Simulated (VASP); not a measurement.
# AlRu (P4/mmm) in VASP: further runs

Runs on AlRu. Level: r2SCAN. Tasks: single point.

Program: VASP 6.6.1. These are calculated values, not measurements. Logs are shortened: lines on timing, memory, paths and dates and some standing lists are left out, and cuts for length are marked.

## (1) The cell of the first run

Symmetry: P4/mmm, No. 123, tetragonal system. Conventional cell: a = 3.072 Å, b = 3.072 Å, c = 2.929 Å, α = 90.00°, β = 90.00°, γ = 90.00°. Al (site symmetry 4/mmm) has 8 Ru at 2.62 Å and 6 Al at 2.93 to 3.07 Å within 3.5 Å. Ru (site symmetry 4/mmm) has 8 Al at 2.62 Å and 6 Ru at 2.93 to 3.07 Å within 3.5 Å.

## (2) Single point, r2SCAN (biaxial strain in the a-b plane: +3.0 %)

Contents of POSCAR:

```
AlRu
1.0
    3.0719703032      0.0000000000      0.0000000000
    0.0000000000      3.0719703032      0.0000000000
    0.0000000000      0.0000000000      2.9288105221
Al Ru
1 1
Direct
    0.0000000000      0.0000000000      0.0000000000
    0.5000000000      0.5000000000      0.5000000000
```

Contents of INCAR.step1:

```
SYSTEM = AlRu
ALGO = Normal ; EDIFF = 1E-4
ENCUT = 520 ; GGA = PE
ISMEAR = 0 ; LASPH = .TRUE.
LCHARG = .FALSE. ; LREAL = .FALSE.
LWAVE = .TRUE. ; NBANDS = 16
NELM = 80 ; PREC = Accurate
SIGMA = 0.1
```

Contents of INCAR.step2:

```
SYSTEM = AlRu
ALGO = Normal ; EDIFF = 1E-6
ENCUT = 520 ; ISIF = 2
ISMEAR = 0 ; ISTART = 1
LASPH = .TRUE. ; LCHARG = .TRUE.
LELF = .TRUE. ; LMIXTAU = .TRUE.
LREAL = .FALSE. ; LVHAR = .TRUE.
LWAVE = .FALSE. ; METAGGA = R2SCAN
NBANDS = 16 ; NELM = 80
PREC = Accurate ; SIGMA = 0.1
```

Contents of KPOINTS:

```
k-points
0
G
  18 18 18
  0 0 0
```

Potentials or basis: VASP PAW PBE potentials, release 64 (Al, Ru_pv).

The run is started by

```console
$ cat potpaw_PBE.64/Al/POTCAR potpaw_PBE.64/Ru_pv/POTCAR > POTCAR
$ cp INCAR.step1 INCAR
$ mpirun -np 1 vasp_std > vasp.out
$ cp INCAR.step2 INCAR
$ mpirun -np 1 vasp_std > vasp.out
```

OUTCAR:

```text
SYSTEM = AlRu
   EDIFF = 1E-6
   ENCUT = 520
   ISIF = 2
   ISMEAR = 0
   ISTART = 1
   LASPH = .TRUE.
   LREAL = .FALSE.
   METAGGA = R2SCAN
   NELM = 80
   PREC = Accurate

 ion  position               nearest neighbor table
   1  0.000  0.000  0.000-   2 2.62   2 2.62   2 2.62   2 2.62   2 2.62   2 2.62   2 2.62   2 2.62

   2  0.500  0.500  0.500-   1 2.62   1 2.62   1 2.62   1 2.62   1 2.62   1 2.62   1 2.62   1 2.62

  LATTYP: Found a simple tetragonal cell.
 ALAT       =     3.0719703032
 C/A-ratio  =     0.9533980583

  Lattice vectors:

 A1 = (   3.0719703032,   0.0000000000,   0.0000000000)
 A2 = (   0.0000000000,   3.0719703032,   0.0000000000)
 A3 = (   0.0000000000,   0.0000000000,   2.9288105221)

Analysis of symmetry for initial positions (statically):
=====================================================================
 Subroutine PRICEL returns:
 Original cell was already a primitive cell.

 Routine SETGRP: Setting up the symmetry group for a
 simple tetragonal supercell.

 Subroutine GETGRP returns: Found 16 space group operations
 (whereof 16 operations were pure point group operations)
 out of a pool of 16 trial point group operations.

The static configuration has the point symmetry D_4h.

Analysis of symmetry for dynamics (positions and initial velocities):
=====================================================================
 Subroutine PRICEL returns:
 Original cell was already a primitive cell.

 Routine SETGRP: Setting up the symmetry group for a
 simple tetragonal supercell.

 Subroutine GETGRP returns: Found 16 space group operations
 (whereof 16 operations were pure point group operations)
 out of a pool of 16 trial point group operations.

The dynamic configuration has the point symmetry D_4h.

 Subroutine INISYM returns: Found 16 space group operations
 (whereof 16 operations are pure point group operations),
 and found     1 'primitive' translations

----------------------------------------------------------------------------------------

                                     Primitive cell

  volume of cell :      27.6392

  direct lattice vectors                    reciprocal lattice vectors
     3.071970303  0.000000000  0.000000000     0.325523980  0.000000000  0.000000000
     0.000000000  3.071970303  0.000000000     0.000000000  0.325523980  0.000000000
     0.000000000  0.000000000  2.928810522     0.000000000  0.000000000  0.341435539

  length of vectors
     3.071970303  3.071970303  2.928810522     0.325523980  0.325523980  0.341435539

  position of ions in fractional coordinates (direct lattice)
     0.000000000  0.000000000  0.000000000
     0.500000000  0.500000000  0.500000000

  ion indices of the primitive-cell ions
   primitive index   ion index
                 1           1
                 2           2

----------------------------------------------------------------------------------------

 KPOINTS: k-points

Automatic generation of k-mesh.
 Grid dimensions read from file:
 generate k-points for:   18   18   18

 Generating k-lattice:

  Cartesian coordinates                     Fractional coordinates (reciprocal lattice)
     0.018084666  0.000000000  0.000000000     0.055555556  0.000000000  0.000000000
     0.000000000  0.018084666  0.000000000     0.000000000  0.055555556  0.000000000
     0.000000000  0.000000000  0.018968641     0.000000000  0.000000000  0.055555556

  Length of vectors
     0.018084666  0.018084666  0.018968641

  Shift w.r.t. Gamma in fractional coordinates (k-lattice)
     0.000000000  0.000000000  0.000000000

 Subroutine IBZKPT returns following result:
 ===========================================

 Found    550 irreducible k-points:

 Following reciprocal coordinates:
            Coordinates               Weight
  0.000000  0.000000  0.000000      1.000000
  0.055556  0.000000  0.000000      4.000000
  0.111111  0.000000  0.000000      4.000000
  0.166667  0.000000  0.000000      4.000000
  0.222222  0.000000  0.000000      4.000000
  0.277778  0.000000  0.000000      4.000000
[... 16 lines left out ...]
  0.277778  0.111111  0.000000      8.000000
  0.333333  0.111111  0.000000      8.000000
 [... further k-points ...]
   k-points           NKPTS =    550   k-points in BZ     NKDIM =    550   number of bands    NBANDS=     16
   number of dos      NEDOS =    301   number of ions     NIONS =      2
   total plane-waves  NPLWV =  13824
   dimension x,y,z NGX =    24 NGY =   24 NGZ =   24
   dimension x,y,z NGXF=    48 NGYF=   48 NGZF=   48
   ions per type =               1   1
   NGX,Y,Z   is equivalent  to a cutoff of  12.99, 12.99, 13.62 a.u.
   NGXF,Y,Z  is equivalent  to a cutoff of  25.98, 25.98, 27.25 a.u.
 SYSTEM =  AlRu
   PREC   = accura    normal or accurate (medium, high low for compatibility)
   ISTART =      1    job   : 0-new  1-cont  2-samecut
   ICHARG =      0    charge: 1-file 2-atom 10-const
   ISPIN  =      1    spin polarized calculation?
   LNONCOLLINEAR =      F non collinear calculations
   LSORBIT =      F    spin-orbit coupling
   LASPH  =      T    aspherical Exc in radial PAW
   ENCUT  =  520.0 eV  38.22 Ry    6.18 a.u.   5.71  5.71  5.45*2*pi/ulx,y,z
   NELM   =     80;   NELMIN=  2; NELMDL=  0     # of ELM steps
   EDIFF  = 0.1E-05   stopping-criterion for ELM
   LREAL  =      F    real-space projection
   EDIFFG = 0.1E-04   stopping-criterion for IOM
   NSW    =      0    number of steps for IOM
   IBRION =     -1    ionic relax: 0-MD 1-quasi-New 2-CG
   NFREE  =      0    steps in history (QN), initial steepest desc. (CG)
   ISIF   =      2    stress and relaxation
   ISYM   =      2    0-nonsym 1-usesym 2-fastsym
   POTIM  = 0.5000    time-step for ionic-motion
   TEBEG  =    0.0;   TEEND  =   0.0 temperature during run
   PSTRESS=    0.0 pullay stress
   NELECT =      17.0000    total number of electrons
   NUPDOWN=      -1.0000    fix difference up-down
   EMIN   =  10.00;   EMAX   =-10.00  energy-range for DOS
   EFERMI =   0.00;   METHOD = LEGACY
   ISMEAR =     0;   SIGMA  =   0.10  broadening in eV -4-tet -1-fermi 0-gaus
   EFERMI_NEDOS =   21; number of points for ismear=-14 and -15
   IALGO  =     38    algorithm
   IMIX   =      4    mixing-type and parameters
     AMIX     =   0.40;   BMIX     =  1.00
     AMIX_MAG =   1.60;   BMIX_MAG =  1.00
  volume/ion in A,a.u.               =      13.82        93.26
  Fermi-wavevector in a.u.,A,eV,Ry     =   1.392246  2.630964 26.372845  1.938349
  Thomas-Fermi vector in A             =   2.516007
   LORBIT       =      0    0 simple, 1 ext, 2 COOP (PROOUT), +10 PAW based schemes
   METAGGA = R2SCAN    functional components
   LHFCALC =     F    Hartree Fock is set to
   AEXX    =    0.0000 exact exchange contribution
   IVDW    =     0    specifies the selected vdW correction
   LEPSILON=     F    determine dielectric tensor
   LRPA    =     F    only Hartree local field effects (RPA)
 non-spin polarized calculation
 Gauss-broadening in eV      SIGMA  =   0.10
  energy-cutoff  :      520.00
  volume of cell :       27.64
 maximum number of plane-waves:       768
 NGX is ok and might be reduce to    24
   NGX = 11   NGY = 11   NGZ = 11

 number of electron      17.0000005 magnetization

 Free energy of the ion-electron system (eV)
  ---------------------------------------------------
  ext. energy  EPLUGINS =         0.00000000
  ---------------------------------------------------
  free energy    TOTEN  =       -33.56346497 eV

  energy without entropy =      -33.55559873  energy(sigma->0) =      -33.55953185

 E-fermi :  10.1321     XC(G=0): -13.4388

 val. band max:       10.1317770638   @ k =   0.2222   0.0556   0.1111
 cond. band min:      10.1359297635   @ k =   0.4444   0.1667   0.0556
 fundamental gap:      0.0041526997
 Fermi energy:        10.1320782237

 k-point     1 :       0.0000    0.0000    0.0000
  band No.  band energies     occupation
      1     -32.9625      2.00000
      2     -32.9625      2.00000
      3     -32.8993      2.00000
      4       0.1397      2.00000
      5       6.6134      2.00000
      6       6.6139      2.00000
[... 8 lines left out ...]
     15      21.4605      0.00000
     16      26.0626      0.00000

 k-point     2 :       0.0556    0.0000    0.0000
  band No.  band energies     occupation
      1     -32.9679      2.00000
      2     -32.9620      2.00000
      3     -32.8989      2.00000
      4       0.1992      2.00000
      5       6.6266      2.00000
      6       6.6343      2.00000
[... 8 lines left out ...]
     15      21.6704      0.00000
     16      26.2077      0.00000

 k-point     3 :       0.1111    0.0000    0.0000
  band No.  band energies     occupation
      1     -32.9833      2.00000
      2     -32.9607      2.00000
      3     -32.8976      2.00000
      4       0.3763      2.00000
      5       6.6559      2.00000
      6       6.6942      2.00000
[... 8 lines left out ...]
     15      22.2498      0.00000
     16      26.6746      0.00000

 k-point     4 :       0.1667    0.0000    0.0000
  band No.  band energies     occupation
      1     -33.0069      2.00000
      2     -32.9587      2.00000
      3     -32.8957      2.00000
      4       0.6664      2.00000
      5       6.6712      2.00000
      6       6.7875      2.00000
[... 8 lines left out ...]
     15      22.8564      0.00000
     16      27.5132      0.00000
[... 324 lines left out ...]
 k-point    22 :       0.2222    0.1111    0.0000
  band No.  band energies     occupation
      1     -33.0336      2.00000
      2     -32.9766      2.00000
      3     -32.8918      2.00000
      4       1.2794      2.00000
      5       6.7078      2.00000
      6       6.9679      2.00000
[... 8 lines left out ...]
     15      23.7544      0.00000
     16      26.4034      0.00000

 k-point    23 :       0.2778    0.1111    0.0000
  band No.  band energies     occupation
      1     -33.0640      2.00000
      2     -32.9739      2.00000
      3     -32.8893      2.00000
      4       1.7589      2.00000
      5       6.5151      2.00000
      6       7.1040      2.00000
[... 8 lines left out ...]
     15      24.2904      0.00000
     16      25.3542      0.00000

 k-point    24 :       0.3333    0.1111    0.0000
  band No.  band energies     occupation
      1     -33.0925      2.00000
      2     -32.9712      2.00000
      3     -32.8870      2.00000
      4       2.3183      2.00000
      5       6.1428      2.00000
      6       7.2409      2.00000
[... 8 lines left out ...]
     15      24.3157      0.00000
     16      24.7172      0.00000

 [... further k-points ...]
[... 5 lines left out ...]
  --------------------------------------------------------------------------------------
  -------------------------------------------------------------------------------------
  Total       -1.8643924     -1.8643924     -0.4144431      0.0000000      0.0000000     -0.0000000
  in kB     -108.0743444   -108.0743444    -24.0242717      0.0000000      0.0000000     -0.0000000
  external PRESSURE =     -80.0576535 kB  Pullay stress =       0.0000000 kB

 VOLUME and BASIS-vectors are now :
 -----------------------------------------------------------------------------
  energy-cutoff  :      520.00
  volume of cell :       27.64
      direct lattice vectors                 reciprocal lattice vectors
     3.071970303  0.000000000  0.000000000     0.325523980  0.000000000  0.000000000
     0.000000000  3.071970303  0.000000000     0.000000000  0.325523980  0.000000000
     0.000000000  0.000000000  2.928810522     0.000000000  0.000000000  0.341435539

 POSITION                                       TOTAL-FORCE (eV/Angst)
 -----------------------------------------------------------------------------------
      0.00000      0.00000      0.00000         0.000000      0.000000      0.000000
      1.53599      1.53599      1.46441         0.000000      0.000000      0.000000
 -----------------------------------------------------------------------------------
    total drift:                                0.000000     -0.000000     -0.000000

  FREE ENERGIE OF THE ION-ELECTRON SYSTEM (eV)
  ---------------------------------------------------
  free  energy   TOTEN  =       -33.5634649670 eV

  energy  without entropy=      -33.5555987273  energy(sigma->0) =      -33.55953185
```

Run time: 5.7 min. Hardware: 1 thread of Intel Xeon Platinum 8259CL at 2.50GHz (Skylake/Cascade Lake), shared host; peak memory 0.34 GiB.

Results:

```
Free energy            : -33.5635 eV
Pressure               : -8.0 GPa
Band gap on the k mesh : zero (an odd number of electrons rules out a gap without spin polarisation)
```

Stress tensor (GPa, compression positive):
```
-10.81   0.00   0.00
  0.00 -10.81   0.00
  0.00   0.00  -2.40
```

Caveat: the cell differs from its parent crystal (biaxial strain in the a-b plane: +3.0 %); the stress differs along the axes, from -11 to -2 GPa; the PAW data sets were made with another functional, which shifts forces and pressure a little.

## (3) Single point, r2SCAN (biaxial strain in the a-b plane: +4.5 %, then relaxed in part)

Contents of POSCAR:

```
AlRu
1.0
    3.1167077348      0.0000000000      0.0000000000
    0.0000000000      3.1167077348      0.0000000000
    0.0000000000      0.0000000000      2.8778346019
Al Ru
1 1
Direct
    0.0000000000      0.0000000000      0.0000000000
    0.5000000000      0.5000000000      0.5000000000
```

INCAR.step1: that of step 2 with these lines changed.

```diff
@@ -6,3 +6,3 @@
 LWAVE = .TRUE. ; NBANDS = 16
-NELM = 80 ; PREC = Accurate
+NELM = 60 ; PREC = Accurate
 SIGMA = 0.1
```

Contents of INCAR.step2:

```
SYSTEM = AlRu
ALGO = Normal ; EDIFF = 1E-6
ENCUT = 520 ; ISIF = 2
ISMEAR = 0 ; ISTART = 1
LASPH = .TRUE. ; LCHARG = .FALSE.
LMIXTAU = .TRUE. ; LREAL = .FALSE.
LWAVE = .FALSE. ; METAGGA = R2SCAN
NBANDS = 16 ; NELM = 60
PREC = Accurate ; SIGMA = 0.1
```

KPOINTS is that of step 2.

Potentials or basis: VASP PAW PBE potentials, release 64 (Al, Ru_pv).

The run is started by

```console
$ cat potpaw_PBE.64/Al/POTCAR potpaw_PBE.64/Ru_pv/POTCAR > POTCAR
$ cp INCAR.step1 INCAR
$ mpirun -np 1 vasp_std > vasp.out
$ cp INCAR.step2 INCAR
$ mpirun -np 1 vasp_std > vasp.out
```

Run time: 7 min. Hardware: 1 thread of Intel Xeon Platinum 8259CL at 2.50GHz (Skylake/Cascade Lake), shared host; peak memory 0.34 GiB.

It converged, with:

| Quantity | Value |
| --- | --- |
| Free energy | -33.5039 eV |
| Pressure | -9.6 GPa |
| Band gap on the k mesh | zero (an odd number of electrons rules out a gap without spin polarisation) |

Stress tensor (GPa, compression positive):
```
-14.41   0.00   0.00
  0.00 -14.41   0.00
  0.00   0.00   0.09
```

Levels at points of the mesh, in eV from the Fermi level:
| k point | band 5 | band 6 | band 7 | band 8 | band 9 | band 10 | band 11 | band 12 | band 13 | band 14 |
| --- | --- | --- | --- | --- | --- | --- | --- | --- | --- | --- |
| (0.00, 0.00, 0.00) | -3.52 | -3.51 | -0.24 | 0.33 | 0.33 | 5.41 | 5.41 | 8.04 | 10.26 | 10.76 |
| (0.50, 0.00, 0.00) | -5.98 | -2.82 | -1.97 | -0.99 | 0.52 | 1.86 | 7.64 | 10.26 | 10.59 | 12.30 |
| (0.50, 0.50, 0.00) | -3.26 | -1.81 | -1.81 | -0.69 | -0.69 | 1.25 | 4.57 | 5.81 | 10.26 | 12.41 |
| (0.00, 0.00, 0.50) | -5.04 | -2.43 | -1.98 | -1.98 | 0.13 | 3.16 | 7.70 | 10.26 | 10.64 | 10.64 |
| (0.50, 0.00, 0.50) | -2.89 | -1.62 | -1.58 | -1.33 | -1.03 | 1.64 | 5.82 | 6.39 | 10.26 | 10.45 |
| (0.50, 0.50, 0.50) | -4.74 | -4.63 | 1.41 | 1.90 | 2.90 | 4.02 | 4.02 | 4.53 | 7.73 | 8.82 |

Caveat: the cell differs from its parent crystal (biaxial strain in the a-b plane: +4.5 %, then relaxed in part); the stress differs along the axes, from -14 to 0 GPa; the PAW data sets were made with another functional, which shifts forces and pressure a little.

## (4) Single point, r2SCAN (biaxial strain in the a-b plane: +4.5 %)

POSCAR: that of step 3 with these lines changed.

```diff
@@ -4,3 +4,3 @@
     0.0000000000      3.1167077348      0.0000000000
-    0.0000000000      0.0000000000      2.8778346019
+    0.0000000000      0.0000000000      2.9019680631
 Al Ru
```

Contents of INCAR.step1:

```
  PREC = Accurate
  ENCUT = 520
  ISMEAR = 0
  SIGMA = 0.1
  LREAL = F
  LASPH = T
  NELM = 80
  NBANDS = 16
  GGA = PE
  ALGO = Normal
  EDIFF = 1E-4
  LWAVE = T
  LCHARG = F
```

Contents of INCAR.step2:

```
  PREC = Accurate
  ENCUT = 520
  EDIFF = 1E-6
  ISMEAR = 0
  SIGMA = 0.1
  LREAL = F
  LASPH = T
  NELM = 80
  ALGO = Normal
  ISIF = 2
  LWAVE = F
  LCHARG = T
  METAGGA = R2SCAN
  LMIXTAU = T
  LELF = T
  LVHAR = T
  NBANDS = 16
  ISTART = 1
```

Contents of KPOINTS:

```
Automatic mesh
0
Gamma
  18 18 18
```

The run is started by

```console
$ cat potpaw_PBE.64/Al/POTCAR potpaw_PBE.64/Ru_pv/POTCAR > POTCAR
$ cp INCAR.step1 INCAR
$ mpirun -np 1 vasp_std > vasp.out
$ cp INCAR.step2 INCAR
$ mpirun -np 1 vasp_std > vasp.out
```

Wall time 6.6 min (1 thread of Intel Xeon Platinum 8259CL at 2.50GHz (Skylake/Cascade Lake), shared host); peak memory 0.34 GiB.

Results (log left out):

* Free energy: -33.5018 eV
* Pressure: -11.2 GPa
* Band gap on the k mesh: zero (an odd number of electrons rules out a gap without spin polarisation)

Stress tensor (GPa, compression positive):
```
-15.33   0.00   0.00
  0.00 -15.33   0.00
  0.00   0.00  -2.90
```

Levels at points of the mesh, in eV from the Fermi level:
| k point | band 7 | band 8 | band 9 | band 10 | band 11 | band 12 |
| --- | --- | --- | --- | --- | --- | --- |
| (0.00, 0.00, 0.00) | -0.19 | 0.31 | 0.31 | 5.47 | 5.47 | 7.81 |
| (0.50, 0.00, 0.00) | -1.90 | -1.03 | 0.50 | 1.90 | 7.67 | 10.27 |
| (0.50, 0.50, 0.00) | -1.76 | -0.72 | -0.72 | 1.28 | 4.62 | 5.80 |
| (0.00, 0.00, 0.50) | -1.91 | -1.91 | 0.16 | 3.05 | 7.71 | 10.27 |
| (0.50, 0.00, 0.50) | -1.50 | -1.29 | -1.06 | 1.63 | 5.71 | 6.31 |
| (0.50, 0.50, 0.50) | 1.43 | 1.87 | 2.85 | 4.03 | 4.03 | 4.48 |

Caveat: the cell differs from its parent crystal (biaxial strain in the a-b plane: +4.5 %); the stress differs along the axes, from -15 to -3 GPa; the PAW data sets were made with another functional, which shifts forces and pressure a little.

## (5) Summary

```csv
cell,gap on the mesh (eV),pressure (GPa)
"a = 3.072, b = 3.072, c = 2.929 Å, 2 atoms",none,-8.0
"a = 3.117, b = 3.117, c = 2.878 Å, 2 atoms",none,-9.6
"a = 3.117, b = 3.117, c = 2.902 Å, 2 atoms",none,-11.2
```

Alike in all rows: task single point; level r2SCAN; potentials or basis VASP PAW PBE potentials, release 64 (Al, Ru_pv); no spin polarisation; k mesh 18 × 18 × 18; cutoff (eV) 520; smearing gaussian 0.1 eV.

Caveats: the PAW data sets were made with another functional, which shifts forces and pressure a little; the stress differs along the axes, from -11 to -2 GPa (at least some runs); the stress differs along the axes, from -14 to 0 GPa (at least some runs); the stress differs along the axes, from -15 to -3 GPa (at least some runs).

Absolute energies hang on the potentials; compare differences alone.
